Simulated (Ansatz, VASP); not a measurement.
# SnGeN2: VASP beside Ansatz

The input INCAR:

```
PREC     = Accurate       # precision mode
ENCUT    = 520            # plane-wave cutoff, eV
EDIFF    = 1E-7           # SCF threshold, eV
ISMEAR   = 0              # smearing method
SIGMA    = 0.1            # smearing width, eV
LREAL    = F              # projectors in reciprocal space
LASPH    = T              # aspherical terms in the spheres
NELM     = 100            # most SCF steps
ALGO     = Normal         # electronic algorithm
ISIF     = 2              # what is computed and relaxed
LWAVE    = F              # write WAVECAR
LCHARG   = F              # write CHGCAR
GGA      = PE             # functional
NBANDS   = 27             # bands
```

The input KPOINTS:

```
regular mesh
0
Gamma
  6 6 4
```

File POSCAR:

```
SnGeN2
1.0
    3.5145286000      0.0000000000      0.0000000000
    0.0000000000      3.5145286000      0.0000000000
    0.0000000000      0.0000000000      6.0444123200
Sn Ge N
1 1 2
Direct
    0.5000000000      0.5000000000      0.5567013200
    0.0000000000      0.0000000000      0.2299455400
    0.5000000000      0.5000000000      0.8251598700
    0.5000000000      0.5000000000      0.0500946700
```

Input for Ansatz:

```yaml
crystal:
  lattice:
    - [3.5145286, 0.0, 0.0]
    - [0.0, 3.5145286, 0.0]
    - [0.0, 0.0, 6.04441232]
  atoms:
    - { symbol: Sn, position: [0.5, 0.5, 0.55670132] }
    - { symbol: Ge, position: [0.0, 0.0, 0.22994554] }
    - { symbol: "N", position: [0.5, 0.5, 0.82515987] }
    - { symbol: "N", position: [0.5, 0.5, 0.05009467] }
basis:
  ecutwfc: 420
kpoints:
  mp_grid: { grid: [6, 6, 4] }
hamiltonian:
  xc: pbe
scf:
  occupations: { method: gaussian, width: 0.1 }
  lower_state_search: "off"
output:
  forces: true
  stress: true
  eigenvalues: true
```

Alike in both runs: task single point; functional PBE; k mesh 6 × 6 × 4; occupations gaussian, width 0.1 eV; no spin polarisation.

```csv
,VASP,Ansatz
version,VASP 6.6.1,Ansatz 0.2.0
potentials or method,"VASP PAW PBE potentials, release 64 (Sn_d, Ge_d, N), cutoff 520 eV","scalar-relativistic, plane waves, PAW"
valence electrons in the cell,38,38
```

```tsv
	VASP	Ansatz	Ansatz less VASP
gap on the k mesh at the Fermi level (eV)	none	none	-
pressure (GPa)	11.7	13.3	+1.55
traceless stress, the component that is largest in VASP (GPa)	30.71	33.69	+2.978
rms of the force components (eV/Å)	7.556	8.090	+0.5342
```

Atom by atom the forces differ by 0.542 eV/Å (rms over components). A gap of «none» marks a metal or a gap that the smearing closes.
